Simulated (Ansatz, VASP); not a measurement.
One calculation of MnHg, two programs

```
Mn Hg
1.0
     3.31500    0.00000    0.00000
     0.00000    3.31500    0.00000
     0.00000    0.00000    3.31500
Mn Hg
1 1
Direct
  0.50000 0.50000 0.50000
  0.00000 0.00000 0.00000
```

Alike in both runs: task single point; functional LDA; k mesh 12 × 12 × 12; occupations fermi-dirac, width 0.1 eV; collinear spin.

```csv
,VASP,Ansatz
version,VASP 6.6.1,Ansatz 0.2.0
potentials or method,"VASP PAW LDA potentials, release 64 (Mn_pv, Hg)","PAW with Ansatz's default frozen-core files, scalar-relativistic"
plane-wave cutoff (eV),520,420
valence electrons in the cell,25,35
```

VASP gave:

```
net moment per atom (μB)                                      : 1.86
size of the moment on the site where the two differ most (μB) : 3.61
```

**Question.** What did Ansatz give for the same quantities?

**Answer.** net moment per atom (μB): 1.89; size of the moment on the site where the two differ most (μB): 3.73.

LDA's correlation is that of Perdew and Zunger in VASP and of Perdew and Wang (1992) in Ansatz. Site moments also hang on the region over which each program counts them. VASP's potentials hold 25 valence electrons a cell and Ansatz's 35, so a difference there can come from the potentials and not from the codes.

Neither program's run includes spin-orbit coupling.
